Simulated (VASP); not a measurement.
# SiO2 (I4_1/amd) in VASP: relaxation of cell and atoms with PBE

Aim: the relaxation of cell and atoms of SiO2 with PBE.

Everything below comes from runs of VASP 6.6.1. Logs are shortened: lines on timing, memory, paths and dates and some standing lists are left out, and cuts for length are marked.

## Step 1: The cell of the first run

The structure is tetragonal, space group I4_1/amd (No. 141). The conventional cell has a = 3.527 Å, b = 3.527 Å, c = 8.521 Å, α = 90.00°, β = 90.00°, γ = 90.00°. Si (site symmetry -4m2) has 6 O at 1.77 to 1.80 Å within 2.4 Å. O (site symmetry 2mm) has 3 Si at 1.77 to 1.80 Å and 2 O at 2.26 Å within 2.4 Å.

The cell was generated, and may not be a known phase.

## Step 2: Relaxation of cell and atoms, PBE

INCAR reads:

```
  PREC = Accurate
  ENCUT = 600
  EDIFF = 1E-6
  ISMEAR = 0
  SIGMA = 0.02
  LREAL = False
  LASPH = True
  NELM = 100
  ALGO = Normal
  ISIF = 3
  LWAVE = False
  LCHARG = False
  GGA = PE
  IBRION = 2
  NSW = 100
  EDIFFG = -0.01
```

KPOINTS reads:

```
regular mesh
0
Gamma
  10 10 10
```

POSCAR reads:

```
SiO2
1.0
   -1.7632771062      1.7632771062      4.2605086905
    1.7632771062     -1.7632771062      4.2605086905
    1.7632771062      1.7632771062     -4.2605086905
Si O
2 4
Direct
    0.0000000000      0.0000000000      0.0000000000
    0.7500000000      0.2500000000      0.5000000000
    0.7921852661      0.7921852661      0.0000000000
    0.9578147339      0.4578147339      0.5000000000
    0.5421852661      0.0421852661      0.5000000000
    0.2078147339      0.2078147339      0.0000000000
```

Potentials or basis: VASP PAW PBE potentials, release 64 (Si, O).

Run with:

```console
cat potpaw_PBE.64/Si/POTCAR potpaw_PBE.64/O/POTCAR > POTCAR
mpirun -np 1 vasp_std > vasp.out
```

OUTCAR:

```text
PREC = Accurate
   ENCUT = 600
   EDIFF = 1E-6
   ISMEAR = 0
   LREAL = False
   LASPH = True
   NELM = 100
   ISIF = 3
   GGA = PE
   IBRION = 2
   NSW = 100
   EDIFFG = -0.01

 ion  position               nearest neighbor table
   1  0.000  0.000  0.000-   3 1.77   6 1.77   5 1.80   4 1.80   5 1.80   4 1.80   2 2.77   2 2.77
                             2 2.77   2 2.77
   2  0.750  0.250  0.500-   4 1.77   5 1.77   3 1.80   6 1.80   3 1.80   6 1.80   1 2.77   1 2.77
                             1 2.77   1 2.77
   3  0.792  0.792  0.000-   1 1.77   2 1.80   2 1.80
   4  0.958  0.458  0.500-   2 1.77   1 1.80   1 1.80
   5  0.542  0.042  0.500-   2 1.77   1 1.80   1 1.80
   6  0.208  0.208  0.000-   1 1.77   2 1.80   2 1.80

  LATTYP: Found a body centered tetragonal cell.
 ALAT       =     3.5265542124
 C/A-ratio  =     2.4162445457

  Lattice vectors:

 A1 = (  -1.7632771062,   1.7632771062,   4.2605086905)
 A2 = (   1.7632771062,  -1.7632771062,   4.2605086905)
 A3 = (   1.7632771062,   1.7632771062,  -4.2605086905)

Analysis of symmetry for initial positions (statically):
=====================================================================
 Subroutine PRICEL returns:
 Original cell was already a primitive cell.

 Routine SETGRP: Setting up the symmetry group for a
 body centered tetragonal supercell.

 Subroutine GETGRP returns: Found 16 space group operations
 (whereof  8 operations were pure point group operations)
 out of a pool of 16 trial point group operations.

The static configuration has the point symmetry D_2d.
 The point group associated with its full space group is D_4h.

Analysis of symmetry for dynamics (positions and initial velocities):
=====================================================================
 Subroutine PRICEL returns:
 Original cell was already a primitive cell.

 Routine SETGRP: Setting up the symmetry group for a
 body centered tetragonal supercell.

 Subroutine GETGRP returns: Found 16 space group operations
 (whereof  8 operations were pure point group operations)
 out of a pool of 16 trial point group operations.

The dynamic configuration has the point symmetry D_2d.
 The point group associated with its full space group is D_4h.

 Subroutine INISYM returns: Found 16 space group operations
 (whereof  8 operations are pure point group operations),
 and found     1 'primitive' translations

----------------------------------------------------------------------------------------

                                     Primitive cell

  volume of cell :      52.9862

  direct lattice vectors                    reciprocal lattice vectors
    -1.763277106  1.763277106  4.260508691     0.000000000  0.283562917  0.117356878
     1.763277106 -1.763277106  4.260508691     0.283562917  0.000000000  0.117356878
     1.763277106  1.763277106 -4.260508691     0.283562917  0.283562917  0.000000000

  length of vectors
     4.936620971  4.936620971  4.936620971     0.306888522  0.306888522  0.401018523

  position of ions in fractional coordinates (direct lattice)
     0.000000000  0.000000000  0.000000000
     0.750000000  0.250000000  0.500000000
     0.792185266  0.792185266  0.000000000
     0.957814734  0.457814734  0.500000000
     0.542185266  0.042185266  0.500000000
     0.207814734  0.207814734  0.000000000

  ion indices of the primitive-cell ions
   primitive index   ion index
                 1           1
                 2           2
                 3           3
                 4           4
                 5           5
                 6           6

----------------------------------------------------------------------------------------

 KPOINTS: regular mesh

Automatic generation of k-mesh.
 Grid dimensions read from file:
 generate k-points for:   10   10   10

 Generating k-lattice:

  Cartesian coordinates                     Fractional coordinates (reciprocal lattice)
     0.000000000  0.028356292  0.011735688     0.100000000 -0.000000000  0.000000000
     0.028356292  0.000000000  0.011735688    -0.000000000  0.100000000  0.000000000
     0.028356292  0.028356292  0.000000000     0.000000000  0.000000000  0.100000000

  Length of vectors
     0.030688852  0.030688852  0.040101852

  Shift w.r.t. Gamma in fractional coordinates (k-lattice)
     0.000000000  0.000000000  0.000000000

 Subroutine IBZKPT returns following result:
 ===========================================

 Found    102 irreducible k-points:

 Following reciprocal coordinates:
            Coordinates               Weight
  0.000000  0.000000  0.000000      1.000000
  0.100000 -0.000000  0.000000      8.000000
  0.200000 -0.000000  0.000000      8.000000
  0.300000 -0.000000  0.000000      8.000000
  0.400000 -0.000000  0.000000      8.000000
  0.500000  0.000000  0.000000      4.000000
[... 16 lines left out ...]
  0.300000  0.300000  0.000000      8.000000
  0.400000  0.300000  0.000000     16.000000
 [... further k-points ...]
   k-points           NKPTS =    102   k-points in BZ     NKDIM =    102   number of bands    NBANDS=     20
   number of dos      NEDOS =    301   number of ions     NIONS =      6
   total plane-waves  NPLWV =  64000
   dimension x,y,z NGX =    40 NGY =   40 NGZ =   40
   dimension x,y,z NGXF=    80 NGYF=   80 NGZF=   80
   ions per type =               2   4
   NGX,Y,Z   is equivalent  to a cutoff of  13.47, 13.47, 13.47 a.u.
   NGXF,Y,Z  is equivalent  to a cutoff of  26.94, 26.94, 26.94 a.u.
 SYSTEM =  unknown system
   PREC   = accura    normal or accurate (medium, high low for compatibility)
   ISTART =      0    job   : 0-new  1-cont  2-samecut
   ICHARG =      2    charge: 1-file 2-atom 10-const
   ISPIN  =      1    spin polarized calculation?
   LNONCOLLINEAR =      F non collinear calculations
   LSORBIT =      F    spin-orbit coupling
   LASPH  =      T    aspherical Exc in radial PAW
   ENCUT  =  600.0 eV  44.10 Ry    6.64 a.u.   9.86  9.86  9.86*2*pi/ulx,y,z
   NELM   =    100;   NELMIN=  2; NELMDL= -5     # of ELM steps
   EDIFF  = 0.1E-05   stopping-criterion for ELM
   LREAL  =      F    real-space projection
   EDIFFG = -.1E-01   stopping-criterion for IOM
   NSW    =    100    number of steps for IOM
   IBRION =      2    ionic relax: 0-MD 1-quasi-New 2-CG
   NFREE  =      1    steps in history (QN), initial steepest desc. (CG)
   ISIF   =      3    stress and relaxation
   ISYM   =      2    0-nonsym 1-usesym 2-fastsym
   POTIM  = 0.5000    time-step for ionic-motion
   TEBEG  =    0.0;   TEEND  =   0.0 temperature during run
   PSTRESS=    0.0 pullay stress
   NELECT =      32.0000    total number of electrons
   NUPDOWN=      -1.0000    fix difference up-down
   EMIN   =  10.00;   EMAX   =-10.00  energy-range for DOS
   EFERMI =   0.00;   METHOD = LEGACY
   ISMEAR =     0;   SIGMA  =   0.02  broadening in eV -4-tet -1-fermi 0-gaus
   EFERMI_NEDOS =   21; number of points for ismear=-14 and -15
   IALGO  =     38    algorithm
   IMIX   =      4    mixing-type and parameters
     AMIX     =   0.40;   BMIX     =  1.00
     AMIX_MAG =   1.60;   BMIX_MAG =  1.00
  volume/ion in A,a.u.               =       8.83        59.59
  Fermi-wavevector in a.u.,A,eV,Ry     =   1.383791  2.614987 26.053506  1.914879
  Thomas-Fermi vector in A             =   2.508356
   LORBIT       =      0    0 simple, 1 ext, 2 COOP (PROOUT), +10 PAW based schemes
   GGA     = PE    functional components
   LHFCALC =     F    Hartree Fock is set to
   AEXX    =    0.0000 exact exchange contribution
   IVDW    =     0    specifies the selected vdW correction
   LEPSILON=     F    determine dielectric tensor
   LRPA    =     F    only Hartree local field effects (RPA)
 conjugate gradient relaxation of ions
 non-spin polarized calculation
 Gauss-broadening in eV      SIGMA  =   0.02
  energy-cutoff  :      600.00
  volume of cell :       52.99
 maximum number of plane-waves:      1784
   NGX = 19   NGY = 19   NGZ = 19

--------------------------------------- Ionic step        1  -------------------------------------------

 number of electron      32.0000004 magnetization

 Free energy of the ion-electron system (eV)
  ---------------------------------------------------
  ext. energy  EPLUGINS =         0.00000000
  ---------------------------------------------------
  free energy    TOTEN  =       -46.05161131 eV

  energy without entropy =      -46.05161131  energy(sigma->0) =      -46.05161131

------------------------ aborting loop because EDIFF is reached ----------------------------------------

  FORCE on cell =-STRESS in cart. coord.  units (eV):
  Direction    XX          YY          ZZ          XY          YZ          ZX
  --------------------------------------------------------------------------------------
  -------------------------------------------------------------------------------------
  Total       -0.1191822     -0.1191822      0.0466668      0.0000000      0.0000000      0.0000000
  in kB       -3.6037887     -3.6037887      1.4110944      0.0000000      0.0000000      0.0000000
  external PRESSURE =      -1.9321610 kB  Pullay stress =       0.0000000 kB
[... 145 lines left out ...]
  energy  without entropy=      -46.0517168650  energy(sigma->0) =      -46.05171686

--------------------------------------- Ionic step        5  -------------------------------------------

 number of electron      32.0000004 magnetization

 Free energy of the ion-electron system (eV)
  ---------------------------------------------------
  ext. energy  EPLUGINS =         0.00000000
  ---------------------------------------------------
  free energy    TOTEN  =       -46.05172175 eV

  energy without entropy =      -46.05172175  energy(sigma->0) =      -46.05172175

 E-fermi :   5.8668     XC(G=0): -11.3787

 val. band max:        5.6979636837   @ k =  -0.4000   0.4000   0.0000
 cond. band min:      11.4900346857   @ k =   0.0000   0.0000   0.0000
 fundamental gap:      5.7920710021
 Fermi energy:         5.8667590694

 k-point     1 :       0.0000    0.0000    0.0000
  band No.  band energies     occupation
      1     -15.6186      2.00000
      2     -12.7554      2.00000
      3     -11.6914      2.00000
      4     -10.9126      2.00000
      5      -1.7689      2.00000
      6      -1.7689      2.00000
[... 12 lines left out ...]
     19      16.7845      0.00000
[... 513 lines left out ...]
      4     -11.8960      2.00000
      5      -3.6995      2.00000
      6      -2.5075      2.00000
[... 12 lines left out ...]
     19      15.6329      0.00000
     20      16.5878      0.00000

 [... further k-points ...]

------------------------ aborting loop because EDIFF is reached ----------------------------------------

  FORCE on cell =-STRESS in cart. coord.  units (eV):
  Direction    XX          YY          ZZ          XY          YZ          ZX
  --------------------------------------------------------------------------------------
  -------------------------------------------------------------------------------------
  Total       -0.0043686     -0.0043686     -0.0031396      0.0000000      0.0000000      0.0000000
  in kB       -0.1322262     -0.1322262     -0.0950276      0.0000000      0.0000000      0.0000000
  external PRESSURE =      -0.1198267 kB  Pullay stress =       0.0000000 kB
[... 21 lines left out ...]
  FREE ENERGIE OF THE ION-ELECTRON SYSTEM (eV)
  ---------------------------------------------------
  free  energy   TOTEN  =       -46.0517217470 eV

  energy  without entropy=      -46.0517217470  energy(sigma->0) =      -46.05172175

 reached required accuracy - stopping structural energy minimisation
```

It took 4 min on 1 thread of Intel Xeon Platinum 8488C (Sapphire Rapids), shared host; peak memory 0.31 GiB.

Results:

* Free energy: -46.0517 eV
* Relaxed volume: 8.82 Å³/atom
* Relaxed cell: a = 4.938 Å, b = 4.938 Å, c = 4.938 Å, α = 138.19°, β = 138.19°, γ = 60.61°
* Space group after relaxing (to 0.1 Å): I4_1/amd (No. 141)
* Energy gained by relaxing: 0.0 meV/atom
* Ionic steps: 5
* Pressure after relaxing: 0.0 GPa
* Largest force after relaxing: 0.008 eV/Å
* Band gap on the k mesh: 5.79 eV (least direct gap 6.45 eV)

Forces on the atoms (eV/Å):
```
Si   0.000  0.000  0.000
Si   0.000  0.000  0.000
O    0.000  0.000  0.008
O    0.000  0.000 -0.008
O    0.000  0.000  0.008
O    0.000  0.000 -0.008
```

Step by step:
| step | energy change (eV) | largest force (eV/Å) | pressure (GPa) | volume (Å³) |
| --- | --- | --- | --- | --- |
| 1 | 0.0000 | 0.0063 | -0.19 | 52.99 |
| 2 | -0.0001 | 0.0026 | 0.14 | 52.90 |
| 3 | -0.0001 | 0.0008 | 0.09 | 52.92 |
| 4 | -0.0001 | 0.0129 | -0.07 | 52.94 |
| 5 | -0.0001 | 0.0082 | -0.01 | 52.93 |

Final structure:
```xyz
6
Lattice="-1.7619 1.7619 4.2632 1.7619 -1.7619 4.2632 1.7619 1.7619 -4.2632" Properties=species:S:1:pos:R:3 pbc="T T T"
Si    0.0000    0.0000    0.0000
Si    0.0000    1.7619    2.1316
O     0.0000    0.0000    6.7543
O     0.0000    1.7619    3.9038
O     0.0000    1.7619    0.3594
O     0.0000    0.0000    1.7722
```
